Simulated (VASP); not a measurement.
Write the native input for VASP 6.6.1 that does the following.

```
Task                   : single point
Functional             : PBE
Potentials or basis    : VASP PAW PBE potentials, release 64 (Fe, O)
Cutoff                 : 520 eV
k mesh                 : 7 × 7 × 7
Occupations            : fermi-dirac, width 0.05 eV
Spin                   : collinear spin, ferromagnetic start
Starting moments       : [3.0, 3.0, 3.0, 3.0, 0.0, 0.0, 0.0, 0.0, 0.0, 0.0] μB
Dipole correction      : no
Further INCAR settings : ALGO = Normal; EDIFF = 1e-07; NBANDS = 49
```

The structure of Fe2O3 lies in POSCAR:

```
Fe2O3
1.0
    2.5190000000      1.4543453281      4.5906666667
   -2.5190000000      1.4543453281      4.5906666667
    0.0000000000     -2.9086906562      4.5906666667
Fe O
4 6
Direct
    0.3553000000      0.3553000000      0.3553000000
    0.1447000000      0.1447000000      0.1447000000
    0.6447000000      0.6447000000      0.6447000000
    0.8553000000      0.8553000000      0.8553000000
    0.5559000000      0.2500000000      0.9441000000
    0.2500000000      0.9441000000      0.5559000000
    0.9441000000      0.5559000000      0.2500000000
    0.4441000000      0.7500000000      0.0559000000
    0.7500000000      0.0559000000      0.4441000000
    0.0559000000      0.4441000000      0.7500000000
```

The input as run:

INCAR

```
SYSTEM = Fe2O3
PREC = Accurate ; ENCUT = 520
EDIFF = 1E-7 ; ISMEAR = -1
SIGMA = 0.05 ; LREAL = .False.
LASPH = .True. ; NELM = 150
ALGO = Normal ; ISIF = 2
LWAVE = .False. ; LCHARG = .False.
ISPIN = 2 ; MAGMOM = 3 3 3 3 0 0 0 0 0 0
LORBIT = 11 ; LMAXMIX = 4
GGA = PE ; NBANDS = 49
```

KPOINTS

```
regular mesh
0
Gamma
  7 7 7
  0 0 0
```

Potentials or basis: VASP PAW PBE potentials, release 64 (Fe, O).

Launch:

```console
$ cat potpaw_PBE.64/Fe/POTCAR potpaw_PBE.64/O/POTCAR > POTCAR
$ mpirun -np 1 vasp_std > vasp.out
```

Results of the run:

| Quantity | Value |
| --- | --- |
| Pressure | -4.8 GPa |
| Largest force | 0.915 eV/Å |
| Net moment | 13.54 μB per cell |
| Site moments | Fe +3.08; O +0.14 μB |
| Valence electrons inside the program's atomic spheres | Fe 6.88; O 4.97 |

Caveat: the cell stands under tension; the run started ferromagnetic, and an antiferromagnetic order may lie lower in energy.

It took 19 min on 1 thread of AMD EPYC 7R43 64-Core Processor (Zen 3) (shared host), peak memory 0.44 GiB.
